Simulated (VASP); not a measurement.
## Ru: relaxation of cell and atoms with PBE

Ru:

```xyz
2
Lattice="0.0000 2.6050 2.6050 2.6050 0.0000 2.6050 2.6050 2.6050 0.0000" Properties=species:S:1:pos:R:3 pbc="T T T"
Ru    0.0000    0.0000    0.0000
Ru    1.3025    1.3025    1.3025
```

This isn't the form of Ru at room conditions, which is hcp.

```json
{
  "Program": "VASP 6.6.1",
  "Task": "relaxation of cell and atoms",
  "Functional": "PBE",
  "Potentials or basis": "VASP PAW PBE potentials, release 64 (Ru_pv)",
  "Cutoff": "600 eV",
  "k mesh": "15 × 15 × 15",
  "Occupations": "fermi-dirac, width 0.1 eV",
  "Spin": "no spin polarisation",
  "Dipole correction": "no",
  "Further INCAR settings": "ALGO = Normal; EDIFF = 1e-06; IBRION = 2; EDIFFG = -0.02; NSW = 80; ISIF = 3"
}
```

```yaml
Relaxed_volume: 20.33 Å³/atom
Relaxed_cell: a = 3.860 Å, b = 3.860 Å, c = 3.860 Å, α = 60.00°, β = 60.00°, γ = 60.00°
Space_group_after_relaxing_to_0.1_Å: Fd-3m (No. 227)
Pressure_after_relaxing: 0.0 GPa
Band_gap_on_the_k_mesh: zero (bands 14 and 15 overlap by 0.86 eV)
```

Final structure:
```yaml
crystal:
  lattice:
    - [0.00000, 2.72945, 2.72945]
    - [2.72945, 0.00000, 2.72945]
    - [2.72945, 2.72945, 0.00000]
  atoms:
    - { symbol: Ru, position: [0.00000, 0.00000, 0.00000] }
    - { symbol: Ru, position: [0.25000, 0.25000, 0.25000] }
```

Levels at points of the mesh, in eV from the Fermi level:
| k point | band 12 | band 13 | band 14 | band 15 | band 16 | band 17 |
| --- | --- | --- | --- | --- | --- | --- |
| (0.00, 0.00, 0.00) | -3.18 | -0.47 | -0.47 | -0.47 | 1.83 | 1.83 |

Wall time 8 min on 1 thread of Intel Xeon 8259CL (shared host), peak memory 0.23 GiB.

Caveat: the volume moved by over 15 % at a fixed basis, so the end points are rough.
